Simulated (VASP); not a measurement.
# InPd (P4/mmm) in VASP: notebook

InPd is run at these levels: LDA; tasks: single point.

All numbers are computed with VASP 6.6.1; they aren't measurements. Logs are shortened: lines on timing, memory, paths and dates and some standing lists are left out, and cuts for length are marked.

### Step 1. The cell of the first run

It takes space group P4/mmm (No. 123, tetragonal). Conventional cell: a = 3.673 Å, b = 3.673 Å, c = 2.597 Å, α = 90.00°, β = 90.00°, γ = 90.00°. Within 3.4 Å of In (site symmetry 4/mmm) lie 2 In at 2.60 Å and 8 Pd at 2.90 Å. Pd (site symmetry 4/mmm) has 2 Pd at 2.60 Å and 8 In at 2.90 Å within 3.4 Å.

### Step 2. Single point, LDA

Contents of INCAR:

```
PREC     = Accurate       # precision mode
ENCUT    = 520            # plane-wave cutoff, eV
EDIFF    = 1E-7           # SCF threshold, eV
ISMEAR   = 0              # smearing method
SIGMA    = 0.15           # smearing width, eV
LREAL    = F              # projectors in reciprocal space
LASPH    = T              # aspherical terms in the spheres
NELM     = 60             # most SCF steps
ALGO     = Fast           # electronic algorithm
ISIF     = 2              # what is computed and relaxed
LWAVE    = F              # write WAVECAR
LCHARG   = F              # write CHGCAR
GGA      = CA             # functional
NBANDS   = 18             # bands
```

Contents of KPOINTS:

```
regular mesh
0
Gamma
  16 16 16
```

Contents of POSCAR:

```
InPd
1.0
    3.6727513771      0.0000000000      0.0000000000
    0.0000000000      3.6727513771      0.0000000000
    0.0000000000      0.0000000000      2.5966352236
In Pd
1 1
Direct
    0.0000000000      0.0000000000      0.0000000000
    0.5000000000      0.5000000000      0.5000000000
```

Potentials or basis: VASP PAW LDA potentials, release 64 (In_d, Pd).

Command:

```
cat potpaw_LDA.64/In_d/POTCAR potpaw_LDA.64/Pd/POTCAR > POTCAR
mpirun -np 1 vasp_std > vasp.out
```

OUTCAR:

```text
PREC = Accurate
   ENCUT = 520
   EDIFF = 1E-7
   ISMEAR = 0
   LREAL = F
   LASPH = T
   NELM = 60
   ISIF = 2
   GGA = CA

 ion  position               nearest neighbor table
   1  0.000  0.000  0.000-   2 2.90   2 2.90   2 2.90   2 2.90   2 2.90   2 2.90   2 2.90   2 2.90

   2  0.500  0.500  0.500-   1 2.90   1 2.90   1 2.90   1 2.90   1 2.90   1 2.90   1 2.90   1 2.90

  LATTYP: Found a simple tetragonal cell.
 ALAT       =     3.6727513771
 C/A-ratio  =     0.7070000000

  Lattice vectors:

 A1 = (   3.6727513771,   0.0000000000,   0.0000000000)
 A2 = (   0.0000000000,   3.6727513771,   0.0000000000)
 A3 = (   0.0000000000,   0.0000000000,   2.5966352236)

Analysis of symmetry for initial positions (statically):
=====================================================================
 Subroutine PRICEL returns:
 Original cell was already a primitive cell.

 Routine SETGRP: Setting up the symmetry group for a
 simple tetragonal supercell.

 Subroutine GETGRP returns: Found 16 space group operations
 (whereof 16 operations were pure point group operations)
 out of a pool of 16 trial point group operations.

The static configuration has the point symmetry D_4h.

Analysis of symmetry for dynamics (positions and initial velocities):
=====================================================================
 Subroutine PRICEL returns:
 Original cell was already a primitive cell.

 Routine SETGRP: Setting up the symmetry group for a
 simple tetragonal supercell.

 Subroutine GETGRP returns: Found 16 space group operations
 (whereof 16 operations were pure point group operations)
 out of a pool of 16 trial point group operations.

The dynamic configuration has the point symmetry D_4h.

 Subroutine INISYM returns: Found 16 space group operations
 (whereof 16 operations are pure point group operations),
 and found     1 'primitive' translations

----------------------------------------------------------------------------------------

                                     Primitive cell

  volume of cell :      35.0263

  direct lattice vectors                    reciprocal lattice vectors
     3.672751377  0.000000000  0.000000000     0.272275441  0.000000000  0.000000000
     0.000000000  3.672751377  0.000000000     0.000000000  0.272275441  0.000000000
     0.000000000  0.000000000  2.596635224     0.000000000  0.000000000  0.385113778

  length of vectors
     3.672751377  3.672751377  2.596635224     0.272275441  0.272275441  0.385113778

  position of ions in fractional coordinates (direct lattice)
     0.000000000  0.000000000  0.000000000
     0.500000000  0.500000000  0.500000000

  ion indices of the primitive-cell ions
   primitive index   ion index
                 1           1
                 2           2

----------------------------------------------------------------------------------------

 KPOINTS: regular mesh

Automatic generation of k-mesh.
 Grid dimensions read from file:
 generate k-points for:   16   16   16

 Generating k-lattice:

  Cartesian coordinates                     Fractional coordinates (reciprocal lattice)
     0.017017215  0.000000000  0.000000000     0.062500000  0.000000000  0.000000000
     0.000000000  0.017017215  0.000000000     0.000000000  0.062500000  0.000000000
     0.000000000  0.000000000  0.024069611     0.000000000  0.000000000  0.062500000

  Length of vectors
     0.017017215  0.017017215  0.024069611

  Shift w.r.t. Gamma in fractional coordinates (k-lattice)
     0.000000000  0.000000000  0.000000000

 Subroutine IBZKPT returns following result:
 ===========================================

 Found    405 irreducible k-points:

 Following reciprocal coordinates:
            Coordinates               Weight
  0.000000  0.000000  0.000000      1.000000
  0.062500  0.000000  0.000000      4.000000
  0.125000  0.000000  0.000000      4.000000
  0.187500  0.000000  0.000000      4.000000
  0.250000  0.000000  0.000000      4.000000
  0.312500  0.000000  0.000000      4.000000
[... 16 lines left out ...]
  0.437500  0.125000  0.000000      8.000000
  0.500000  0.125000  0.000000      4.000000
 [... further k-points ...]
   k-points           NKPTS =    405   k-points in BZ     NKDIM =    405   number of bands    NBANDS=     18
   number of dos      NEDOS =    301   number of ions     NIONS =      2
   total plane-waves  NPLWV =  15680
   dimension x,y,z NGX =    28 NGY =   28 NGZ =   20
   dimension x,y,z NGXF=    56 NGYF=   56 NGZF=   40
   ions per type =               1   1
   NGX,Y,Z   is equivalent  to a cutoff of  12.67, 12.67, 12.80 a.u.
   NGXF,Y,Z  is equivalent  to a cutoff of  25.35, 25.35, 25.61 a.u.
 SYSTEM =  unknown system
   PREC   = accura    normal or accurate (medium, high low for compatibility)
   ISTART =      0    job   : 0-new  1-cont  2-samecut
   ICHARG =      2    charge: 1-file 2-atom 10-const
   ISPIN  =      1    spin polarized calculation?
   LNONCOLLINEAR =      F non collinear calculations
   LSORBIT =      F    spin-orbit coupling
   LASPH  =      T    aspherical Exc in radial PAW
   ENCUT  =  520.0 eV  38.22 Ry    6.18 a.u.   6.83  6.83  4.83*2*pi/ulx,y,z
   NELM   =     60;   NELMIN=  2; NELMDL= -5     # of ELM steps
   EDIFF  = 0.1E-06   stopping-criterion for ELM
   LREAL  =      F    real-space projection
   EDIFFG = 0.1E-05   stopping-criterion for IOM
   NSW    =      0    number of steps for IOM
   IBRION =     -1    ionic relax: 0-MD 1-quasi-New 2-CG
   NFREE  =      0    steps in history (QN), initial steepest desc. (CG)
   ISIF   =      2    stress and relaxation
   ISYM   =      2    0-nonsym 1-usesym 2-fastsym
   POTIM  = 0.5000    time-step for ionic-motion
   TEBEG  =    0.0;   TEEND  =   0.0 temperature during run
   PSTRESS=    0.0 pullay stress
   NELECT =      23.0000    total number of electrons
   NUPDOWN=      -1.0000    fix difference up-down
   EMIN   =  10.00;   EMAX   =-10.00  energy-range for DOS
   EFERMI =   0.00;   METHOD = LEGACY
   ISMEAR =     0;   SIGMA  =   0.15  broadening in eV -4-tet -1-fermi 0-gaus
   EFERMI_NEDOS =   21; number of points for ismear=-14 and -15
   IALGO  =     68    algorithm
   IMIX   =      4    mixing-type and parameters
     AMIX     =   0.40;   BMIX     =  1.00
     AMIX_MAG =   1.60;   BMIX_MAG =  1.00
  volume/ion in A,a.u.               =      17.51       118.18
  Fermi-wavevector in a.u.,A,eV,Ry     =   1.422938  2.688964 27.548447  2.024754
  Thomas-Fermi vector in A             =   2.543589
   LORBIT       =      0    0 simple, 1 ext, 2 COOP (PROOUT), +10 PAW based schemes
   GGA     = CA    functional components
   LHFCALC =     F    Hartree Fock is set to
   AEXX    =    0.0000 exact exchange contribution
   IVDW    =     0    specifies the selected vdW correction
   LEPSILON=     F    determine dielectric tensor
   LRPA    =     F    only Hartree local field effects (RPA)
 non-spin polarized calculation
 RMM-DIIS sequential band-by-band and
 Gauss-broadening in eV      SIGMA  =   0.15
  energy-cutoff  :      520.00
  volume of cell :       35.03
 maximum number of plane-waves:       964
 NGX is ok and might be reduce to    28
   NGX = 13   NGY = 13   NGZ =  9

 number of electron      23.0000012 magnetization

 Free energy of the ion-electron system (eV)
  ---------------------------------------------------
  ext. energy  EPLUGINS =         0.00000000
  ---------------------------------------------------
  free energy    TOTEN  =       -10.12962313 eV

  energy without entropy =      -10.12090065  energy(sigma->0) =      -10.12526189

 E-fermi :  10.1939     XC(G=0): -12.4956

 val. band max:       10.1889977434   @ k =   0.3125   0.0625   0.5000
 cond. band min:      10.2045234711   @ k =   0.3125   0.0000   0.3125
 fundamental gap:      0.0155257277
 Fermi energy:        10.1938832564

 k-point     1 :       0.0000    0.0000    0.0000
  band No.  band energies     occupation
      1      -5.7780      2.00000
      2      -4.6770      2.00000
      3      -4.5604      2.00000
      4      -4.1660      2.00000
      5      -4.1660      2.00000
      6       0.0220      2.00000
[... 10 lines left out ...]
     17      22.8608      0.00000
     18      22.8608      0.00000

 k-point     2 :       0.0625    0.0000    0.0000
  band No.  band energies     occupation
      1      -5.7772      2.00000
      2      -4.6714      2.00000
      3      -4.5607      2.00000
      4      -4.1668      2.00000
      5      -4.1658      2.00000
      6       0.0704      2.00000
[... 10 lines left out ...]
     17      22.6968      0.00000
     18      22.7114      0.00000

 k-point     3 :       0.1250    0.0000    0.0000
  band No.  band energies     occupation
      1      -5.7750      2.00000
      2      -4.6554      2.00000
      3      -4.5616      2.00000
      4      -4.1688      2.00000
      5      -4.1651      2.00000
      6       0.2150      2.00000
[... 10 lines left out ...]
     17      22.3319      0.00000
     18      22.7987      0.00000

 k-point     4 :       0.1875    0.0000    0.0000
  band No.  band energies     occupation
      1      -5.7718      2.00000
      2      -4.6314      2.00000
      3      -4.5628      2.00000
      4      -4.1719      2.00000
      5      -4.1641      2.00000
      6       0.4539      2.00000
[... 375 lines left out ...]
      4      -4.1829      2.00000
      5      -4.1648      2.00000
      6       1.7823      2.00000
[... 10 lines left out ...]
     17      24.4960      0.00000
     18      25.0011      0.00000

 k-point    23 :       0.4375    0.1250    0.0000
  band No.  band energies     occupation
      1      -5.7571      2.00000
      2      -4.5863      2.00000
      3      -4.5135      2.00000
      4      -4.1850      2.00000
      5      -4.1644      2.00000
      6       2.1969      2.00000
[... 10 lines left out ...]
     17      25.5677      0.00000
     18      25.7262      0.00000

 k-point    24 :       0.5000    0.1250    0.0000
  band No.  band energies     occupation
      1      -5.7565      2.00000
      2      -4.5873      2.00000
      3      -4.5079      2.00000
      4      -4.1858      2.00000
      5      -4.1643      2.00000
      6       2.3971      2.00000
[... 10 lines left out ...]
     17      25.8554      0.00000
     18      26.4726      0.00000

 [... further k-points ...]
[... 5 lines left out ...]
  --------------------------------------------------------------------------------------
  -------------------------------------------------------------------------------------
  Total       -2.5221119     -2.5221119      6.5457178      0.0000000     -0.0000000      0.0000000
  in kB     -115.3668210   -115.3668210    299.4152063      0.0000000     -0.0000000      0.0000000
  external PRESSURE =      22.8938548 kB  Pullay stress =       0.0000000 kB

 VOLUME and BASIS-vectors are now :
 -----------------------------------------------------------------------------
  energy-cutoff  :      520.00
  volume of cell :       35.03
      direct lattice vectors                 reciprocal lattice vectors
     3.672751377  0.000000000  0.000000000     0.272275441  0.000000000  0.000000000
     0.000000000  3.672751377  0.000000000     0.000000000  0.272275441  0.000000000
     0.000000000  0.000000000  2.596635224     0.000000000  0.000000000  0.385113778

 POSITION                                       TOTAL-FORCE (eV/Angst)
 -----------------------------------------------------------------------------------
      0.00000      0.00000      0.00000         0.000000      0.000000      0.000000
      1.83638      1.83638      1.29832         0.000000      0.000000      0.000000
 -----------------------------------------------------------------------------------
    total drift:                               -0.000000      0.000000      0.000000

  FREE ENERGIE OF THE ION-ELECTRON SYSTEM (eV)
  ---------------------------------------------------
  free  energy   TOTEN  =       -10.1296231258 eV

  energy  without entropy=      -10.1209006479  energy(sigma->0) =      -10.12526189
```

Wall time 91 s (1 thread of Intel Xeon 6975P-C (Granite Rapids), shared host); peak memory 0.35 GiB.

What came out:

```
Free energy : -10.1296 eV
Pressure    : 2.3 GPa
```

Levels at points of the mesh, in eV from the Fermi level:
```csv
k point,band 8,band 9,band 10,band 11,band 12,band 13,band 14,band 15,band 16,band 17
"(0.00, 0.00, 0.00)",-3.63,-2.67,-1.32,-1.32,1.22,1.22,5.49,8.57,12.32,12.67
"(0.50, 0.00, 0.00)",-4.57,-3.87,-2.05,-1.53,-1.35,5.98,6.77,7.14,9.99,15.59
"(0.50, 0.50, 0.00)",-3.30,-3.30,-2.22,-1.42,-1.42,-0.05,0.35,15.26,15.26,16.02
"(0.00, 0.00, 0.50)",-4.01,-3.51,-3.00,-2.50,1.12,9.16,9.16,9.42,9.68,9.78
"(0.50, 0.00, 0.50)",-2.73,-2.53,-2.42,-1.28,-0.33,2.08,5.11,8.00,9.59,10.87
"(0.50, 0.50, 0.50)",-4.38,-1.88,-1.01,0.96,1.85,4.31,4.61,4.61,5.56,5.56
```

Caveat: spin-orbit coupling is left out, which moves the levels of the heavy elements.

[end of part 1 of 2]
